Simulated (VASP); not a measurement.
Input of a VASP 6.6.1 run:

The input INCAR:

```
SYSTEM = Sn
PREC     = Accurate       ! precision mode
ENCUT    = 520            ! plane-wave cutoff, eV
EDIFF    = 1E-7           ! SCF threshold, eV
ISMEAR   = -1             ! smearing method
SIGMA    = 0.05           ! smearing width, eV
LREAL    = .False.        ! projectors in reciprocal space
LASPH    = .True.         ! aspherical terms in the spheres
NELM     = 80             ! most SCF steps
ALGO     = Fast           ! electronic algorithm
ISIF     = 2              ! what is computed and relaxed
LWAVE    = .False.        ! write WAVECAR
LCHARG   = .False.        ! write CHGCAR
GGA      = CA             ! functional
NBANDS   = 13             ! bands
```

The input KPOINTS:

```
regular mesh
0
Gamma
  11 11 11
  0 0 0
```

Contents of POSCAR:

```
Sn
1.0
   -1.6912936206      1.7393011766      2.2906073406
    1.6912936206     -1.7393011766      2.2906073406
    1.6912936206      1.7393011766     -2.2906073406
Sn
1
Direct
    0.0000000000      0.0000000000      0.0000000000
```

Potentials or basis: VASP PAW LDA potentials, release 64 (Sn_d).

The run is started by

```console
$ cat potpaw_LDA.64/Sn_d/POTCAR > POTCAR
$ mpirun -np 1 vasp_std > vasp.out
```

Q: Predict the band gap on the k mesh.

A: Zero (bands 7 and 8 overlap by 9.30 eV).

Q: Estimate the pressure.

A: -2.1 GPa.

Stress tensor (GPa, compression positive):
```
-1.41  0.00  0.00
 0.00 -3.18  0.00
 0.00  0.00 -1.83
```

Caveat: spin-orbit coupling is left out, which moves the levels of the heavy elements.
